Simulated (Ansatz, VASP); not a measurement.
## One calculation of SnO2, two programs

INCAR

```
SYSTEM = SnO2
  PREC = Accurate
  ENCUT = 520
  EDIFF = 1E-8
  ISMEAR = -1
  SIGMA = 0.03
  LREAL = .FALSE.
  LASPH = .TRUE.
  NELM = 80
  ALGO = Normal
  ISIF = 2
  LWAVE = .FALSE.
  LCHARG = .FALSE.
  GGA = PE
  LEFG = .TRUE.
  NBANDS = 35
```

The input KPOINTS:

```
Automatic mesh
0
G
  4 4 6
  0 0 0
```

File POSCAR:

```
SnO2
1.0
    4.7055547467      0.0000000000      0.0000000000
    0.0000000000      4.7055547467      0.0000000000
    0.0000000000      0.0000000000      3.1650141207
Sn O
2 4
Direct
    0.0000000000      0.0000000000      0.0000000000
    0.5000000000      0.5000000000      0.5000000000
    0.3056200000      0.3056200000      0.0000000000
    0.1943800000      0.8056200000      0.5000000000
    0.6943800000      0.6943800000      0.0000000000
    0.8056200000      0.1943800000      0.5000000000
```

Input for Ansatz:

```yaml
crystal:
  lattice:
    - [4.7055547467, 0.0, 0.0]
    - [0.0, 4.7055547467, 0.0]
    - [0.0, 0.0, 3.1650141207]
  atoms:
    - { symbol: Sn, position: [0.0, 0.0, 0.0] }
    - { symbol: Sn, position: [0.5, 0.5, 0.5] }
    - { symbol: O, position: [0.30562, 0.30562, 0.0] }
    - { symbol: O, position: [0.19438, 0.80562, 0.5] }
    - { symbol: O, position: [0.69438, 0.69438, 0.0] }
    - { symbol: O, position: [0.80562, 0.19438, 0.5] }
kpoints:
  mp_grid: { grid: [4, 4, 6] }
scf:
  occupations: { method: fermi_dirac, width: 0.03 }
hamiltonian:
  xc: pbe
  pseudopotentials: { kind: all_electron, datasets: crystal }
output:
  forces: true
  stress: true
  eigenvalues: true
  efg: { contact_densities: true }
```

Change from the starting cell: volume scaled by 0.98, crystal datasets.

Alike in both runs: task electric field gradients; functional PBE; k mesh 4 × 4 × 6; occupations fermi-dirac, width 0.03 eV; no spin polarisation.

```csv
,VASP,Ansatz
version,VASP 6.6.1,Ansatz 0.2.0
potentials or method,"VASP PAW PBE potentials, release 64 (Sn_d, O), cutoff 520 eV","all-electron PAW with datasets made for the crystal, scalar-relativistic"
```

```tsv
	VASP	Ansatz	Ansatz less VASP
gap on the k mesh at the Fermi level (eV)	1.48	1.50	+0.013
pressure (GPa)	16.5	15.7	-0.83
traceless stress, the component that is largest in VASP (GPa)	2.64	2.41	-0.234
rms of the force components (eV/Å)	0.059	0.049	-0.0092
size of Vzz on the site where it differs most (V/Å²)	58.5	61.2	+2.69
```

Atom by atom the forces differ by 0.009 eV/Å (rms over components). Ansatz ran all-electron here, and VASP with PAW potentials.
